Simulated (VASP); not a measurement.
# ZrNb2C3 (P-3m1) in VASP: further runs

ZrNb2C3 is run at these levels: PBE; tasks: single point, relaxation of cell and atoms.

All numbers are computed with VASP 6.6.1; they aren't measurements. Logs are shortened: lines on timing, memory, paths and dates and some standing lists are left out, and cuts for length are marked.

## (1) The cell of the first run

Symmetry: P-3m1, No. 164, trigonal system. Conventional cell: a = 3.224 Å, b = 3.224 Å, c = 7.886 Å, α = 90.00°, β = 90.00°, γ = 120.00°. Zr (site symmetry -3m) has 6 C at 2.32 Å and 6 Zr at 3.22 Å and 6 Nb at 3.27 Å within 3.3 Å. Nb (site symmetry 3m) has 6 C at 2.25 to 2.27 Å within 3.0 Å. Within 3.0 Å of C (site symmetry 3m) lie 3 Nb at 2.27 Å and 3 Zr at 2.32 Å. Within 3.0 Å of C (site symmetry -3m) lie 6 Nb at 2.25 Å.

The cell was built from a structure type or drawn by symmetry, and may not be a known phase.

## (2) Single point, PBE

File INCAR:

```
SYSTEM = ZrNb2C3
PREC = Accurate
ENCUT = 520
EDIFF = 1E-7
ISMEAR = 0
SIGMA = 0.1
LREAL = .FALSE.
LASPH = .TRUE.
NELM = 60
ALGO = Normal
ISIF = 2
LWAVE = .FALSE.
LCHARG = .FALSE.
GGA = PE
NBANDS = 34
```

File KPOINTS:

```
Automatic mesh
0
G
  6 6 2
  0 0 0
```

File POSCAR:

```
ZrNb2C3
1.0
    3.2235896317     -0.0000000028      0.0000000000
   -1.6117948134      2.7917105138      0.0000000000
    0.0000000000      0.0000000000      7.8857600958
Zr Nb C
1 2 3
Direct
    0.0000000000      0.0000000000      0.5000000000
    0.3333333333      0.6666666667      0.1595709718
    0.6666666667      0.3333333333      0.8404290282
    0.3333333333      0.6666666667      0.6760373561
    0.6666666667      0.3333333333      0.3239626439
    0.0000000000      0.0000000000      0.0000000000
```

Potentials or basis: VASP PAW PBE potentials, release 64 (Zr_sv, Nb_sv, C).

Started as:

```bash
$ cat potpaw_PBE.64/Zr_sv/POTCAR potpaw_PBE.64/Nb_sv/POTCAR potpaw_PBE.64/C/POTCAR > POTCAR
$ mpirun -np 1 vasp_std > vasp.out
```

OUTCAR:

```text
SYSTEM = ZrNb2C3
   PREC = Accurate
   ENCUT = 520
   EDIFF = 1E-7
   ISMEAR = 0
   LREAL = .FALSE.
   LASPH = .TRUE.
   NELM = 60
   ISIF = 2
   GGA = PE

 ion  position               nearest neighbor table
   1  0.000  0.000  0.500-   4 2.32   5 2.32   4 2.32   5 2.32   5 2.32   4 2.32   2 3.27   3 3.27
                             2 3.27   3 3.27   2 3.27   3 3.27
   2  0.333  0.667  0.160-   6 2.25   6 2.25   6 2.25   5 2.27   5 2.27   5 2.27   1 3.27   1 3.27
                             1 3.27
   3  0.667  0.333  0.840-   6 2.25   6 2.25   6 2.25   4 2.27   4 2.27   4 2.27   1 3.27   1 3.27
                             1 3.27
   4  0.333  0.667  0.676-   3 2.27   3 2.27   3 2.27   1 2.32   1 2.32   1 2.32
   5  0.667  0.333  0.324-   2 2.27   2 2.27   2 2.27   1 2.32   1 2.32   1 2.32
   6  0.000  0.000  0.000-   2 2.25   3 2.25   2 2.25   3 2.25   3 2.25   2 2.25

  LATTYP: Found a hexagonal cell.
 ALAT       =     3.2235896317
 C/A-ratio  =     2.4462667389

  Lattice vectors:

 A1 = (   3.2235896317,  -0.0000000028,   0.0000000000)
 A2 = (  -1.6117948134,   2.7917105138,   0.0000000000)
 A3 = (   0.0000000000,   0.0000000000,   7.8857600958)

Analysis of symmetry for initial positions (statically):
=====================================================================
 Subroutine PRICEL returns:
 Original cell was already a primitive cell.

 Routine SETGRP: Setting up the symmetry group for a
 hexagonal supercell.

 Subroutine GETGRP returns: Found 12 space group operations
 (whereof 12 operations were pure point group operations)
 out of a pool of 24 trial point group operations.

The static configuration has the point symmetry D_3d.

Analysis of symmetry for dynamics (positions and initial velocities):
=====================================================================
 Subroutine PRICEL returns:
 Original cell was already a primitive cell.

 Routine SETGRP: Setting up the symmetry group for a
 hexagonal supercell.

 Subroutine GETGRP returns: Found 12 space group operations
 (whereof 12 operations were pure point group operations)
 out of a pool of 24 trial point group operations.

The dynamic configuration has the point symmetry D_3d.

 Subroutine INISYM returns: Found 12 space group operations
 (whereof 12 operations are pure point group operations),
 and found     1 'primitive' translations

----------------------------------------------------------------------------------------

                                     Primitive cell

  volume of cell :      70.9666

  direct lattice vectors                    reciprocal lattice vectors
     3.223589632 -0.000000003  0.000000000     0.310213183  0.179101664  0.000000000
    -1.611794813  2.791710514  0.000000000     0.000000000  0.358203329  0.000000000
     0.000000000  0.000000000  7.885760096     0.000000000  0.000000000  0.126810858

  length of vectors
     3.223589632  3.223589632  7.885760096     0.358203329  0.358203329  0.126810858

  position of ions in fractional coordinates (direct lattice)
     0.000000000  0.000000000  0.500000000
     0.333333333  0.666666667  0.159570972
     0.666666667  0.333333333  0.840429028
     0.333333333  0.666666667  0.676037356
     0.666666667  0.333333333  0.323962644
     0.000000000  0.000000000  0.000000000

  ion indices of the primitive-cell ions
   primitive index   ion index
                 1           1
                 2           2
                 3           3
                 4           4
                 5           5
                 6           6

----------------------------------------------------------------------------------------

 KPOINTS: Automatic mesh

Automatic generation of k-mesh.
 Grid dimensions read from file:
 generate k-points for:    6    6    2

 Generating k-lattice:

  Cartesian coordinates                     Fractional coordinates (reciprocal lattice)
     0.051702197  0.029850277  0.000000000     0.166666667 -0.000000000  0.000000000
     0.000000000  0.059700555  0.000000000    -0.000000000  0.166666667  0.000000000
     0.000000000  0.000000000  0.063405429     0.000000000  0.000000000  0.500000000

  Length of vectors
     0.059700555  0.059700555  0.063405429

  Shift w.r.t. Gamma in fractional coordinates (k-lattice)
     0.000000000  0.000000000  0.000000000

 Subroutine IBZKPT returns following result:
 ===========================================

 Found     14 irreducible k-points:

 Following reciprocal coordinates:
            Coordinates               Weight
  0.000000  0.000000  0.000000      1.000000
  0.166667  0.000000  0.000000      6.000000
  0.333333 -0.000000  0.000000      6.000000
  0.500000  0.000000  0.000000      3.000000
  0.166667  0.166667  0.000000      6.000000
  0.333333  0.166667  0.000000     12.000000
  0.333333  0.333333  0.000000      2.000000
  0.000000  0.000000  0.500000      1.000000
  0.166667  0.000000  0.500000      6.000000
  0.333333 -0.000000  0.500000      6.000000
  0.500000  0.000000  0.500000      3.000000
  0.166667  0.166667  0.500000      6.000000
  0.333333  0.166667  0.500000     12.000000
  0.333333  0.333333  0.500000      2.000000
   k-points           NKPTS =     14   k-points in BZ     NKDIM =     14   number of bands    NBANDS=     34
   number of dos      NEDOS =    301   number of ions     NIONS =      6
   total plane-waves  NPLWV =  34560
   dimension x,y,z NGX =    24 NGY =   24 NGZ =   60
   dimension x,y,z NGXF=    48 NGYF=   48 NGZF=  120
   ions per type =               1   2   3
   NGX,Y,Z   is equivalent  to a cutoff of  12.38, 12.38, 12.65 a.u.
   NGXF,Y,Z  is equivalent  to a cutoff of  24.75, 24.75, 25.30 a.u.
 SYSTEM =  ZrNb2C3
   PREC   = accura    normal or accurate (medium, high low for compatibility)
   ISTART =      0    job   : 0-new  1-cont  2-samecut
   ICHARG =      2    charge: 1-file 2-atom 10-const
   ISPIN  =      1    spin polarized calculation?
   LNONCOLLINEAR =      F non collinear calculations
   LSORBIT =      F    spin-orbit coupling
   LASPH  =      T    aspherical Exc in radial PAW
   ENCUT  =  520.0 eV  38.22 Ry    6.18 a.u.   5.99  5.99 14.66*2*pi/ulx,y,z
   NELM   =     60;   NELMIN=  2; NELMDL= -5     # of ELM steps
   EDIFF  = 0.1E-06   stopping-criterion for ELM
   LREAL  =      F    real-space projection
   EDIFFG = 0.1E-05   stopping-criterion for IOM
   NSW    =      0    number of steps for IOM
   IBRION =     -1    ionic relax: 0-MD 1-quasi-New 2-CG
   NFREE  =      0    steps in history (QN), initial steepest desc. (CG)
   ISIF   =      2    stress and relaxation
   ISYM   =      2    0-nonsym 1-usesym 2-fastsym
   POTIM  = 0.5000    time-step for ionic-motion
   TEBEG  =    0.0;   TEEND  =   0.0 temperature during run
   PSTRESS=    0.0 pullay stress
   NELECT =      50.0000    total number of electrons
   NUPDOWN=      -1.0000    fix difference up-down
   EMIN   =  10.00;   EMAX   =-10.00  energy-range for DOS
   EFERMI =   0.00;   METHOD = LEGACY
   ISMEAR =     0;   SIGMA  =   0.10  broadening in eV -4-tet -1-fermi 0-gaus
   EFERMI_NEDOS =   21; number of points for ismear=-14 and -15
   IALGO  =     38    algorithm
   IMIX   =      4    mixing-type and parameters
     AMIX     =   0.40;   BMIX     =  1.00
     AMIX_MAG =   1.60;   BMIX_MAG =  1.00
  volume/ion in A,a.u.               =      11.83        79.82
  Fermi-wavevector in a.u.,A,eV,Ry     =   1.456734  2.752828 28.872570  2.122074
  Thomas-Fermi vector in A             =   2.573618
   LORBIT       =      0    0 simple, 1 ext, 2 COOP (PROOUT), +10 PAW based schemes
   GGA     = PE    functional components
   LHFCALC =     F    Hartree Fock is set to
   AEXX    =    0.0000 exact exchange contribution
   IVDW    =     0    specifies the selected vdW correction
   LEPSILON=     F    determine dielectric tensor
   LRPA    =     F    only Hartree local field effects (RPA)
 non-spin polarized calculation
 Gauss-broadening in eV      SIGMA  =   0.10
  energy-cutoff  :      520.00
  volume of cell :       70.97
 maximum number of plane-waves:      1950
 NGX is ok and might be reduce to    24
   NGX = 11   NGY = 11   NGZ = 29

 number of electron      50.0000003 magnetization

 Free energy of the ion-electron system (eV)
  ---------------------------------------------------
  ext. energy  EPLUGINS =         0.00000000
  ---------------------------------------------------
  free energy    TOTEN  =       -60.61895097 eV

  energy without entropy =      -60.60045766  energy(sigma->0) =      -60.60970432

 E-fermi :  11.5513     XC(G=0): -12.7200

 val. band max:       11.5185864695   @ k =   0.3333   0.1667   0.5000
 cond. band min:      11.5721130483   @ k =   0.1667   0.1667   0.0000
 fundamental gap:      0.0535265788
 Fermi energy:        11.5513269694

 k-point     1 :       0.0000    0.0000    0.0000
  band No.  band energies     occupation
      1     -44.1170      2.00000
      2     -44.0577      2.00000
      3     -37.0886      2.00000
      4     -20.4355      2.00000
      5     -20.0145      2.00000
      6     -19.9539      2.00000
[... 26 lines left out ...]
     33      13.9893      0.00000
     34      14.0450      0.00000

 k-point     2 :       0.1667    0.0000    0.0000
  band No.  band energies     occupation
      1     -44.0998      2.00000
      2     -44.0475      2.00000
      3     -37.0644      2.00000
      4     -20.3985      2.00000
      5     -20.1283      2.00000
      6     -20.0267      2.00000
[... 26 lines left out ...]
     33      14.9518      0.00000
     34      15.0647      0.00000

 k-point     3 :       0.3333   -0.0000    0.0000
  band No.  band energies     occupation
      1     -44.0632      2.00000
      2     -44.0289      2.00000
      3     -37.0155      2.00000
      4     -20.4181      2.00000
      5     -20.3619      2.00000
      6     -20.1775      2.00000
[... 26 lines left out ...]
     33      15.8435      0.00000
     34      15.9989      0.00000

 k-point     4 :       0.5000    0.0000    0.0000
  band No.  band energies     occupation
      1     -44.0420      2.00000
      2     -44.0224      2.00000
      3     -36.9908      2.00000
      4     -20.5346      2.00000
      5     -20.4551      2.00000
      6     -20.1456      2.00000
[... 26 lines left out ...]
     33      16.4368      0.00000
     34      16.6849      0.00000

 k-point     5 :       0.1667    0.1667    0.0000
  band No.  band energies     occupation
      1     -44.0728      2.00000
      2     -44.0331      2.00000
      3     -37.0278      2.00000
      4     -20.3726      2.00000
      5     -20.2803      2.00000
      6     -20.1826      2.00000
[... 251 lines left out ...]
 k-point    12 :       0.1667    0.1667    0.5000
  band No.  band energies     occupation
      1     -44.0727      2.00000
      2     -44.0332      2.00000
      3     -37.0278      2.00000
      4     -20.3729      2.00000
      5     -20.2767      2.00000
      6     -20.1881      2.00000
[... 26 lines left out ...]
     33      15.6938      0.00000
     34      15.8807      0.00000

 k-point    13 :       0.3333    0.1667    0.5000
  band No.  band energies     occupation
      1     -44.0420      2.00000
      2     -44.0223      2.00000
      3     -36.9909      2.00000
      4     -20.4660      2.00000
      5     -20.3996      2.00000
      6     -20.2005      2.00000
[... 26 lines left out ...]
     33      15.8847      0.00000
     34      16.7208      0.00000

 k-point    14 :       0.3333    0.3333    0.5000
  band No.  band energies     occupation
      1     -44.0252      2.00000
      2     -44.0252      2.00000
      3     -36.9785      2.00000
      4     -20.3804      2.00000
      5     -20.3575      2.00000
      6     -20.3575      2.00000
[... 26 lines left out ...]
     33      15.5324      0.00000
     34      17.5631      0.00000

------------------------ aborting loop because EDIFF is reached ----------------------------------------

  FORCE on cell =-STRESS in cart. coord.  units (eV):
  Direction    XX          YY          ZZ          XY          YZ          ZX
  --------------------------------------------------------------------------------------
  -------------------------------------------------------------------------------------
  Total       -0.1362676     -0.1362676     -0.1496840     -0.0000000     -0.0000000      0.0000000
  in kB       -3.0764475     -3.0764475     -3.3793435     -0.0000000     -0.0000000      0.0000000
  external PRESSURE =      -3.1774128 kB  Pullay stress =       0.0000000 kB

 VOLUME and BASIS-vectors are now :
 -----------------------------------------------------------------------------
  energy-cutoff  :      520.00
  volume of cell :       70.97
      direct lattice vectors                 reciprocal lattice vectors
     3.223589632 -0.000000003  0.000000000     0.310213183  0.179101664  0.000000000
    -1.611794813  2.791710514  0.000000000     0.000000000  0.358203329  0.000000000
     0.000000000  0.000000000  7.885760096     0.000000000  0.000000000  0.126810858

 POSITION                                       TOTAL-FORCE (eV/Angst)
 -----------------------------------------------------------------------------------
      0.00000      0.00000      3.94288         0.000000     -0.000000     -0.000000
      0.00000      1.86114      1.25834        -0.000000      0.000000      0.005800
      1.61179      0.93057      6.62742         0.000000      0.000000     -0.005800
      0.00000      1.86114      5.33107         0.000000     -0.000000      0.025706
      1.61179      0.93057      2.55469        -0.000000     -0.000000     -0.025706
      0.00000      0.00000      0.00000         0.000000     -0.000000     -0.000000
 -----------------------------------------------------------------------------------
    total drift:                                0.000000     -0.000000      0.000000

  FREE ENERGIE OF THE ION-ELECTRON SYSTEM (eV)
  ---------------------------------------------------
  free  energy   TOTEN  =       -60.6189509729 eV

  energy  without entropy=      -60.6004576572  energy(sigma->0) =      -60.60970432
```

Run time: 64 s. Hardware: 1 thread of AMD EPYC 7R13, shared host; peak memory 0.16 GiB.

Results:

```
Free energy            : -60.6190 eV
Pressure               : -0.3 GPa
Largest force          : 0.026 eV/Å
Band gap on the k mesh : zero (bands 25 and 26 overlap by 1.77 eV)
```

Forces on the atoms (eV/Å):
```
Zr   0.000  0.000  0.000
Nb   0.000  0.000  0.006
Nb   0.000  0.000 -0.006
C    0.000  0.000  0.026
C    0.000  0.000 -0.026
C    0.000  0.000  0.000
```

Levels at points of the mesh, in eV from the Fermi level:
| k point | band 23 | band 24 | band 25 | band 26 | band 27 | band 28 |
| --- | --- | --- | --- | --- | --- | --- |
| (0.00, 0.00, 0.00) | -0.83 | -0.63 | 0.10 | 0.10 | 0.10 | 1.02 |
| (0.50, 0.00, 0.00) | -3.25 | -0.94 | -0.91 | 1.09 | 1.46 | 2.16 |
| (0.00, 0.00, 0.50) | -1.91 | -1.91 | -0.47 | -0.47 | 0.60 | 0.60 |
| (0.50, 0.00, 0.50) | -2.25 | -2.22 | -0.67 | -0.35 | 2.14 | 2.52 |

Caveat: the k points lie up to 0.40 Å⁻¹ apart, too coarse for converged energies and pressures of a metal.

## (3) Single point, PBE

This run uses another cell than the first one, of 13.00 Å³/atom.

File INCAR:

```
SYSTEM = ZrNb2C3
ALGO = Normal
EDIFF = 1E-7
ENCUT = 520
GGA = PE
ISIF = 2
ISMEAR = 0
LASPH = .True.
LCHARG = .False.
LREAL = .False.
LWAVE = .False.
NBANDS = 34
NELM = 60
PREC = Accurate
SIGMA = 0.1
```

File KPOINTS:

```
k-points
0
Gamma
  6 6 2
  0 0 0
```

File POSCAR:

```
ZrNb2C3
1.0
    3.2799318100      0.0000000000      0.0000000000
   -1.6399659000      2.8405042700      0.0000000000
    0.0000000000      0.0000000000      8.3725984500
Zr Nb C
1 2 3
Direct
    0.0000000000      0.0000000000      0.5000000000
    0.3333333300      0.6666666700      0.1647000000
    0.6666666700      0.3333333300      0.8353000000
    0.3333333300      0.6666666700      0.6650000200
    0.6666666700      0.3333333300      0.3349999800
    0.0000000000      0.0000000000      0.0000000000
```

Potentials or basis: VASP PAW PBE potentials, release 64 (Zr_sv, Nb_sv, C).

Started as:

```bash
$ cat potpaw_PBE.64/Zr_sv/POTCAR potpaw_PBE.64/Nb_sv/POTCAR potpaw_PBE.64/C/POTCAR > POTCAR
$ mpirun -np 1 vasp_std > vasp.out
```

Wall time 65 s (1 thread of AMD EPYC 7R13, shared host); peak memory 0.17 GiB.

It converged, with:

| Property | Result |
| --- | --- |
| Free energy | -59.8717 eV |
| Pressure | -21.1 GPa |
| Largest force | 1.254 eV/Å |
| Band gap on the k mesh | zero (bands 25 and 26 overlap by 1.73 eV) |

Forces on the atoms (eV/Å):
```
Zr   0.000  0.000  0.000
Nb   0.000  0.000 -0.414
Nb   0.000  0.000  0.414
C    0.000  0.000  1.254
C    0.000  0.000 -1.254
C    0.000  0.000  0.000
```

Stress tensor (GPa, compression positive):
```
-16.84   0.00   0.00
  0.00 -16.84   0.00
  0.00   0.00 -29.67
```

Levels at points of the mesh, in eV from the Fermi level:
```
           k point  band 21  band 22  band 23  band 24  band 25  band 26  band 27  band 28  band 29  band 30
(0.00, 0.00, 0.00)    -3.05    -0.90    -0.54    -0.54    -0.04     0.26     0.26     0.84     0.84     0.98
(0.50, 0.00, 0.00)    -3.23    -3.12    -3.02    -1.03    -0.76     0.51     1.37     2.12     2.15     2.50
(0.00, 0.00, 0.50)    -1.96    -1.96    -1.76    -1.76    -0.15    -0.15     0.57     0.57     0.62     1.18
(0.50, 0.00, 0.50)    -3.32    -3.29    -1.98    -1.94    -0.83    -0.44     2.10     2.18     2.43     2.94
```

Caveat: the k points lie up to 0.38 Å⁻¹ apart, too coarse for converged energies and pressures of a metal; forces of over 1 eV/Å act on the atoms, so gaps and moduli don't describe the material at rest.

[end of part 1 of 3]
